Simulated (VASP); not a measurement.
Input of a VASP 6.6.1 run:

File INCAR:

```
  PREC = Accurate
  ENCUT = 520
  EDIFF = 1E-6
  ISMEAR = 0
  SIGMA = 0.02
  LREAL = False
  LASPH = True
  NELM = 60
  ALGO = Normal
  ISIF = 2
  LWAVE = False
  LCHARG = False
  GGA = PS
  NBANDS = 26
```

KPOINTS

```
Automatic mesh
0
Gamma
  12 12 6
```

POSCAR

```
GaN
1.0
    3.1828122999      0.0000000000      0.0000000000
   -1.5914061499      2.7563963072      0.0000000000
    0.0000000000      0.0000000000      5.1852146248
Ga N
2 2
Direct
    0.6666666667      0.3333333333      0.4991756319
    0.3333333333      0.6666666667      0.9991756319
    0.6666666667      0.3333333333      0.8758243681
    0.3333333333      0.6666666667      0.3758243681
```

Potentials or basis: VASP PAW PBE potentials, release 64 (Ga_d, N).

The run is started by

```console
$ cat potpaw_PBE.64/Ga_d/POTCAR potpaw_PBE.64/N/POTCAR > POTCAR
$ mpirun -np 1 vasp_std > vasp.out
```

**Question.** Estimate the band gap on the k mesh.

**Answer.** 1.89 eV.

**Question.** Predict the pressure.

**Answer.** -0.2 GPa.

Caveat: the PAW data sets were made with another functional, which shifts forces and pressure a little.
